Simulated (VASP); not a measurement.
Runs of VASP 6.6.1 on Cu. The structure is that of space group Fm-3m (No. 225), or close to it. The cells are those of the table. 

| cell | k mesh | cutoff (eV) | gap on the mesh (eV) | pressure (GPa) |
| --- | --- | --- | --- | --- |
| a = 2.618 Å, angles 60.0°, 1 atom | 15 × 15 × 15 | 520 | none | (b) |
| a = 2.686 Å, angles 60.0°, 1 atom | 24 × 24 × 24 | 520 | none | -6.7 |
| a = 2.618 Å, angles 60.0°, 1 atom | 8 × 8 × 8 | 600 | none | 1.2 |
| a = 2.508 Å, angles 60.0°, 1 atom | 24 × 24 × 24 | 520 | none | (a) |
| a = 2.718 Å, angles 60.0°, 1 atom | 24 × 24 × 24 | 520 | none | -9.2 |

Alike in all rows: task single point; level BLYP; potentials or basis VASP PAW PBE potentials, release 64 (Cu); no spin polarisation; smearing fermi-dirac 0.1 eV.

Fill in the values left out.

(a) 21.3; (b) 0.7.

Caveats: some runs use coarse meshes; the PAW data sets were made with another functional, which shifts forces and pressure a little.

A gap of «none» marks levels without a gap at the run's occupations.
